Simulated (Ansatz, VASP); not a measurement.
## C: VASP beside Ansatz

Contents of INCAR:

```
ALGO = Normal ; EDIFF = 1E-7
EDIFFG = -0.002 ; ENCUT = 600
GGA_COMPAT = False ; IBRION = 2
ISIF = 3 ; ISMEAR = 0
LASPH = True ; LCHARG = False
LREAL = False ; LWAVE = False
NELM = 120 ; NELMIN = 4
NSW = 100 ; PREC = Accurate
SIGMA = 0.02
```

The input KPOINTS:

```
k-points
0
Gamma
  8 8 8
```

The input POSCAR:

```
C
1.0
    0.0000000000      1.7657489861      1.7657489861
    1.7657489861      0.0000000000      1.7657489861
    1.7657489861      1.7657489861      0.0000000000
C
2
Direct
    0.5000000000      0.5000000000      0.5000000000
    0.7500000000      0.7500000000      0.7500000000
```

Input for Ansatz:

```yaml
crystal:
  lattice:
    - [0.0, 1.7657489861, 1.7657489861]
    - [1.7657489861, 0.0, 1.7657489861]
    - [1.7657489861, 1.7657489861, 0.0]
  atoms:
    - { symbol: C, position: [0.5, 0.5, 0.5] }
    - { symbol: C, position: [0.75, 0.75, 0.75] }
basis:
  ecutwfc: 420
kpoints:
  mp_grid: { grid: [8, 8, 8] }
hamiltonian:
  xc: lda
  pseudopotentials: { kind: paw, azcp: { folder: soft_1 } }
scf:
  occupations: { method: gaussian, width: 0.02 }
output:
  forces: true
  stress: true
  eigenvalues: true
  write_density: true
  write_potential: true
  elf: true
  volumetric_format: npy
relax:
  adjacent_minimum: "off"
  f_tol: 0.002
  max_steps: 80
  cell: { stress_tol: 0.02 }
```

Alike in both runs: task relaxation of cell and atoms; functional LDA; k mesh 8 × 8 × 8; occupations gaussian, width 0.02 eV; no spin polarisation.

```csv
,VASP,Ansatz
version,VASP 6.6.1,Ansatz 0.2.0
potentials or method,"VASP PAW LDA potentials, release 64 (C), cutoff 600 eV","scalar-relativistic, plane waves, PAW"
valence electrons in the cell,8,8
```

VASP gave:

| Quantity | Value |
| --- | --- |
| gap on the k mesh at the Fermi level, each at its own relaxed structure (eV) | 4.17 |
| relaxed volume (Å³/atom) | 5.52 |
| relaxed cell length with the largest relative difference (Å) | 2.499 |

Question: Which values does Ansatz return?

Answer: gap on the k mesh at the Fermi level, each at its own relaxed structure (eV): 4.18; relaxed volume (Å³/atom): 5.51; relaxed cell length with the largest relative difference (Å): 2.497.

Ansatz warns that its potentials were made for another functional, while VASP's fit it. LDA's correlation is that of Perdew and Zunger in VASP and of Perdew and Wang (1992) in Ansatz.
